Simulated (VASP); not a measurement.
# TaN (Fm-3m) in VASP: single point with r2SCAN

Aim: the single point of TaN with r2SCAN.

Everything below comes from runs of VASP 6.6.1. Logs are shortened: lines on timing, memory, paths and dates and some standing lists are left out, and cuts for length are marked.

### Step 1. The cell of the first run

The structure is cubic, space group Fm-3m (No. 225). Conventional cell: a = 4.358 Å, b = 4.358 Å, c = 4.358 Å, α = 90.00°, β = 90.00°, γ = 90.00°. Within 2.9 Å of Ta (site symmetry m-3m) lie 6 N at 2.18 Å. Within 2.9 Å of N (site symmetry m-3m) lie 6 Ta at 2.18 Å.

### Step 2. Single point, r2SCAN, collinear spin, zero start

The input, POSCAR:

```
TaN
1.0
    0.0000000000      2.1790013100      2.1790013100
    2.1790013100      0.0000000000      2.1790013100
    2.1790013100      2.1790013100      0.0000000000
Ta N
1 1
Direct
    0.5000000000      0.5000000000      0.5000000000
    0.0000000000      0.0000000000      0.0000000000
```

The input, INCAR.step1:

```
SYSTEM = TaN
ALGO = Normal ; EDIFF = 1E-5
ENCUT = 770 ; GGA = PE
GGA_COMPAT = .FALSE. ; ISMEAR = 0
ISPIN = 2 ; LASPH = .TRUE.
LCHARG = .FALSE. ; LMAXMIX = 4
LREAL = .FALSE. ; LWAVE = .TRUE.
MAGMOM = 0 0 ; NBANDS = 20
NELM = 200 ; PREC = Accurate
SIGMA = 0.05
```

The input, INCAR.step2:

```
SYSTEM = TaN
ALGO = Normal ; EDIFF = 1E-6
ENCUT = 770 ; GGA_COMPAT = .FALSE.
ISIF = 2 ; ISMEAR = 0
ISPIN = 2 ; ISTART = 1
LASPH = .TRUE. ; LCHARG = .TRUE.
LELF = .TRUE. ; LMAXMIX = 4
LMIXTAU = .TRUE. ; LORBIT = 11
LREAL = .FALSE. ; LVHAR = .TRUE.
LWAVE = .FALSE. ; MAGMOM = 0 0
METAGGA = R2SCAN ; NBANDS = 20
NELM = 200 ; PREC = Accurate
SIGMA = 0.05
```

The input, KPOINTS:

```
k-points
0
G
  7 7 7
  0 0 0
```

Potentials or basis: VASP PAW PBE potentials, release 64 (Ta_sv_GW, N).

On the command line:

```console
$ cat potpaw_PBE.64/Ta_sv_GW/POTCAR potpaw_PBE.64/N/POTCAR > POTCAR
$ cp INCAR.step1 INCAR
$ mpirun -np 1 vasp_std > vasp.out
$ cp INCAR.step2 INCAR
$ mpirun -np 1 vasp_std > vasp.out
```

OUTCAR:

```text
SYSTEM = TaN
   EDIFF = 1E-6
   ENCUT = 770
   ISIF = 2
   ISMEAR = 0
   ISPIN = 2
   ISTART = 1
   LASPH = .TRUE.
   LORBIT = 11
   LREAL = .FALSE.
   METAGGA = R2SCAN
   NELM = 200
   PREC = Accurate

 ion  position               nearest neighbor table
   1  0.500  0.500  0.500-   2 2.18   2 2.18   2 2.18   2 2.18   2 2.18   2 2.18
   2  0.000  0.000  0.000-   1 2.18   1 2.18   1 2.18   1 2.18   1 2.18   1 2.18

  LATTYP: Found a face centered cubic cell.
 ALAT       =     4.3580026200

  Lattice vectors:

 A1 = (   0.0000000000,   2.1790013100,   2.1790013100)
 A2 = (   2.1790013100,   0.0000000000,   2.1790013100)
 A3 = (   2.1790013100,   2.1790013100,   0.0000000000)

Analysis of symmetry for initial positions (statically):
=====================================================================
 Subroutine PRICEL returns:
 Original cell was already a primitive cell.

 Routine SETGRP: Setting up the symmetry group for a
 face centered cubic supercell.

 Subroutine GETGRP returns: Found 48 space group operations
 (whereof 48 operations were pure point group operations)
 out of a pool of 48 trial point group operations.

The static configuration has the point symmetry O_h .

Analysis of symmetry for dynamics (positions and initial velocities):
=====================================================================
 Subroutine PRICEL returns:
 Original cell was already a primitive cell.

 Routine SETGRP: Setting up the symmetry group for a
 face centered cubic supercell.

 Subroutine GETGRP returns: Found 48 space group operations
 (whereof 48 operations were pure point group operations)
 out of a pool of 48 trial point group operations.

The dynamic configuration has the point symmetry O_h .

Analysis of structural, dynamic, and magnetic symmetry:
=====================================================================
 Subroutine PRICEL returns:
 Original cell was already a primitive cell.

 Routine SETGRP: Setting up the symmetry group for a
 face centered cubic supercell.

 Subroutine GETGRP returns: Found 48 space group operations
 (whereof 48 operations were pure point group operations)
 out of a pool of 48 trial point group operations.

The overall configuration has the point symmetry O_h .

 Subroutine INISYM returns: Found 48 space group operations
 (whereof 48 operations are pure point group operations),
 and found     1 'primitive' translations

----------------------------------------------------------------------------------------

                                     Primitive cell

  volume of cell :      20.6920

  direct lattice vectors                    reciprocal lattice vectors
     0.000000000  2.179001310  2.179001310    -0.229462918  0.229462918  0.229462918
     2.179001310  0.000000000  2.179001310     0.229462918 -0.229462918  0.229462918
     2.179001310  2.179001310  0.000000000     0.229462918  0.229462918 -0.229462918

  length of vectors
     3.081573205  3.081573205  3.081573205     0.397441433  0.397441433  0.397441433

  position of ions in fractional coordinates (direct lattice)
     0.500000000  0.500000000  0.500000000
     0.000000000  0.000000000  0.000000000

  ion indices of the primitive-cell ions
   primitive index   ion index
                 1           1
                 2           2

----------------------------------------------------------------------------------------

 KPOINTS: k-points

Automatic generation of k-mesh.
 Grid dimensions read from file:
 generate k-points for:    7    7    7

 Generating k-lattice:

  Cartesian coordinates                     Fractional coordinates (reciprocal lattice)
    -0.032780417  0.032780417  0.032780417     0.142857143  0.000000000  0.000000000
     0.032780417 -0.032780417  0.032780417     0.000000000  0.142857143  0.000000000
     0.032780417  0.032780417 -0.032780417     0.000000000  0.000000000  0.142857143

  Length of vectors
     0.056777348  0.056777348  0.056777348

  Shift w.r.t. Gamma in fractional coordinates (k-lattice)
     0.000000000  0.000000000  0.000000000

 Subroutine IBZKPT returns following result:
 ===========================================

 Found     20 irreducible k-points:

 Following reciprocal coordinates:
            Coordinates               Weight
  0.000000  0.000000  0.000000      1.000000
  0.142857  0.000000  0.000000      8.000000
  0.285714  0.000000  0.000000      8.000000
  0.428571  0.000000  0.000000      8.000000
  0.142857  0.142857  0.000000      6.000000
  0.285714  0.142857  0.000000     24.000000
[... 12 lines left out ...]
 -0.428571  0.428571  0.142857     24.000000
 -0.285714  0.428571  0.142857     24.000000
   k-points           NKPTS =     20   k-points in BZ     NKDIM =     20   number of bands    NBANDS=     20
   number of dos      NEDOS =    301   number of ions     NIONS =      2
   total plane-waves  NPLWV =  21952
   dimension x,y,z NGX =    28 NGY =   28 NGZ =   28
   dimension x,y,z NGXF=    56 NGYF=   56 NGZF=   56
   ions per type =               1   1
   NGX,Y,Z   is equivalent  to a cutoff of  15.11, 15.11, 15.11 a.u.
   NGXF,Y,Z  is equivalent  to a cutoff of  30.21, 30.21, 30.21 a.u.
 SYSTEM =  TaN
   PREC   = accura    normal or accurate (medium, high low for compatibility)
   ISTART =      1    job   : 0-new  1-cont  2-samecut
   ICHARG =      0    charge: 1-file 2-atom 10-const
   ISPIN  =      2    spin polarized calculation?
   LNONCOLLINEAR =      F non collinear calculations
   LSORBIT =      F    spin-orbit coupling
   LASPH  =      T    aspherical Exc in radial PAW
   ENCUT  =  770.0 eV  56.59 Ry    7.52 a.u.   6.97  6.97  6.97*2*pi/ulx,y,z
   NELM   =    200;   NELMIN=  2; NELMDL=  0     # of ELM steps
   EDIFF  = 0.1E-05   stopping-criterion for ELM
   LREAL  =      F    real-space projection
   EDIFFG = 0.1E-04   stopping-criterion for IOM
   NSW    =      0    number of steps for IOM
   IBRION =     -1    ionic relax: 0-MD 1-quasi-New 2-CG
   NFREE  =      0    steps in history (QN), initial steepest desc. (CG)
   ISIF   =      2    stress and relaxation
   ISYM   =      2    0-nonsym 1-usesym 2-fastsym
   POTIM  = 0.5000    time-step for ionic-motion
   TEBEG  =    0.0;   TEEND  =   0.0 temperature during run
   PSTRESS=    0.0 pullay stress
   NELECT =      18.0000    total number of electrons
   NUPDOWN=      -1.0000    fix difference up-down
   EMIN   =  10.00;   EMAX   =-10.00  energy-range for DOS
   EFERMI =   0.00;   METHOD = LEGACY
   ISMEAR =     0;   SIGMA  =   0.05  broadening in eV -4-tet -1-fermi 0-gaus
   EFERMI_NEDOS =   21; number of points for ismear=-14 and -15
   IALGO  =     38    algorithm
   IMIX   =      4    mixing-type and parameters
     AMIX     =   0.40;   BMIX     =  1.00
     AMIX_MAG =   1.60;   BMIX_MAG =  1.00
  volume/ion in A,a.u.               =      10.35        69.82
  Fermi-wavevector in a.u.,A,eV,Ry     =   1.562781  2.953228 33.229306  2.442285
  Thomas-Fermi vector in A             =   2.665649
   LORBIT       =     11    0 simple, 1 ext, 2 COOP (PROOUT), +10 PAW based schemes
   METAGGA = R2SCAN    functional components
   LHFCALC =     F    Hartree Fock is set to
   AEXX    =    0.0000 exact exchange contribution
   IVDW    =     0    specifies the selected vdW correction
   LEPSILON=     F    determine dielectric tensor
   LRPA    =     F    only Hartree local field effects (RPA)
 spin polarized calculation
 Gauss-broadening in eV      SIGMA  =   0.05
  energy-cutoff  :      770.00
  volume of cell :       20.69
 maximum number of plane-waves:      1014
   NGX = 13   NGY = 13   NGZ = 13

 number of electron      17.9999999 magnetization      -0.0000001

 number of electron      17.9999999 magnetization       0.0000006

 Free energy of the ion-electron system (eV)
  ---------------------------------------------------
  ext. energy  EPLUGINS =         0.00000000
  ---------------------------------------------------
  free energy    TOTEN  =       -62.21117409 eV

  energy without entropy =      -62.20932981  energy(sigma->0) =      -62.21025195

 E-fermi :  14.2942     XC(G=0): -14.9540

 val. band max:       14.2447039061   @ k =  -0.2857   0.1429   0.0000
 cond. band min:      14.3194228583   @ k =   0.2857   0.0000   0.0000
 fundamental gap:      0.0747189522
 Fermi energy:        14.2941666444

 spin component 1

 k-point     1 :       0.0000    0.0000    0.0000
  band No.  band energies     occupation
      1     -57.3841      1.00000
      2     -22.8434      1.00000
      3     -22.8434      1.00000
      4     -22.8434      1.00000
      5      -5.8989      1.00000
      6      10.1071      1.00000
[... 12 lines left out ...]
     19      42.0787      0.00000
     20      42.0787      0.00000
[... 415 lines left out ...]
 k-point    20 :      -0.2857    0.4286    0.1429
  band No.  band energies     occupation
      1     -57.2963      1.00000
      2     -23.4449      1.00000
      3     -23.4177      1.00000
      4     -23.1257      1.00000
      5      -3.8702      1.00000
      6       5.9139      1.00000
[... 12 lines left out ...]
     19      35.5329      0.00000
     20      39.0972      0.00000
 Fermi energy:        14.2941666444

 spin component 2

 k-point     1 :       0.0000    0.0000    0.0000
  band No.  band energies     occupation
      1     -57.3841      1.00000
      2     -22.8434      1.00000
      3     -22.8434      1.00000
      4     -22.8434      1.00000
      5      -5.8989      1.00000
      6      10.1071      1.00000
[... 12 lines left out ...]
     19      42.0787      0.00000
     20      42.0787      0.00000
[... 415 lines left out ...]
 k-point    20 :      -0.2857    0.4286    0.1429
  band No.  band energies     occupation
      1     -57.2963      1.00000
      2     -23.4449      1.00000
      3     -23.4177      1.00000
      4     -23.1257      1.00000
      5      -3.8702      1.00000
      6       5.9139      1.00000
[... 12 lines left out ...]
     19      35.5329      0.00000
     20      39.0972      0.00000

------------------------ aborting loop because EDIFF is reached ----------------------------------------

  FORCE on cell =-STRESS in cart. coord.  units (eV):
  Direction    XX          YY          ZZ          XY          YZ          ZX
  --------------------------------------------------------------------------------------
  -------------------------------------------------------------------------------------
  Total        1.2470944      1.2470944      1.2470944      0.0000000      0.0000000      0.0000000
  in kB       96.5622661     96.5622661     96.5622661      0.0000000      0.0000000      0.0000000
  external PRESSURE =      96.5622661 kB  Pullay stress =       0.0000000 kB

 VOLUME and BASIS-vectors are now :
 -----------------------------------------------------------------------------
  energy-cutoff  :      770.00
  volume of cell :       20.69
      direct lattice vectors                 reciprocal lattice vectors
     0.000000000  2.179001310  2.179001310    -0.229462918  0.229462918  0.229462918
     2.179001310  0.000000000  2.179001310     0.229462918 -0.229462918  0.229462918
     2.179001310  2.179001310  0.000000000     0.229462918  0.229462918 -0.229462918

 POSITION                                       TOTAL-FORCE (eV/Angst)
 -----------------------------------------------------------------------------------
      2.17900      2.17900      2.17900        -0.000000      0.000000     -0.000000
      0.00000      0.00000      0.00000         0.000000      0.000000      0.000000
 -----------------------------------------------------------------------------------
    total drift:                                0.000000      0.000000      0.000000

  FREE ENERGIE OF THE ION-ELECTRON SYSTEM (eV)
  ---------------------------------------------------
  free  energy   TOTEN  =       -62.2111740933 eV

  energy  without entropy=      -62.2093298068  energy(sigma->0) =      -62.21025195

 total charge

# of ion       s       p       d       f       tot
--------------------------------------------------
    1        2.664   6.057   2.387   0.147  11.256
    2        1.239   2.579   0.000   0.000   3.818
--------------------------------------------------
tot          3.903   8.637   2.387   0.147  15.074

 magnetization (x)

# of ion       s       p       d       f       tot
--------------------------------------------------
    1        0.000  -0.000   0.000  -0.000   0.000
    2        0.000  -0.000   0.000   0.000  -0.000
--------------------------------------------------
tot          0.000  -0.000   0.000  -0.000   0.000
```

It took 85 s on 1 thread of Intel Xeon Platinum 8375C at 2.90GHz (Ice Lake), shared host; peak memory 0.21 GiB.

Results:

```yaml
Free_energy: -62.2112 eV
Pressure: 9.7 GPa
Band_gap_on_the_k_mesh: zero (filled and empty bands overlap)
Net_moment: 0.00 μB per cell
Valence_electrons_inside_the_program's_atomic_spheres: Ta 11.26; N 3.82
```

Caveat: the cell stands under pressure; the PAW data sets were made with another functional, which shifts forces and pressure a little; spin-orbit coupling is left out, which moves the levels of the heavy elements.

The gap in the log of VASP goes by the Fermi energy; the results here count the filled bands.